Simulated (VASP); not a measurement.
The system is TePb.

```xyz
2
Lattice="0.0000 3.2679 3.2679 3.2679 0.0000 3.2679 3.2679 3.2679 0.0000" Properties=species:S:1:pos:R:3 pbc="T T T"
Te    3.2679    3.2679    3.2679
Pb    0.0000    0.0000    0.0000
```

Base run:

| Quantity | Value |
| --- | --- |
| Program | VASP 6.6.1 |
| Functional | r2SCAN |
| Potentials or basis | VASP PAW PBE potentials, release 64 (Te, Pb_d) |
| Cutoff | 520 eV |
| k mesh | 8 × 8 × 8 |
| Occupations | gaussian, width 0.01 eV |
| Spin | no spin polarisation |

Its results: band gap on the k mesh 1.09 eV, direct; pressure 0.0 GPa.

Problem. The run is repeated on the same cell with these changes: functional from r2SCAN to LDA; potentials or basis from VASP PAW PBE potentials, release 64 (Te, Pb_d) to VASP PAW LDA potentials, release 64 (Te, Pb_d). What comes out?

Solution. Band gap on the k mesh 0.70 eV, direct; pressure -2.9 GPa.

Caveats: spin-orbit coupling is left out, which moves the levels of the heavy elements; the PAW data sets were made with another functional, which shifts forces and pressure a little (some runs).

A k mesh can miss the band edges.
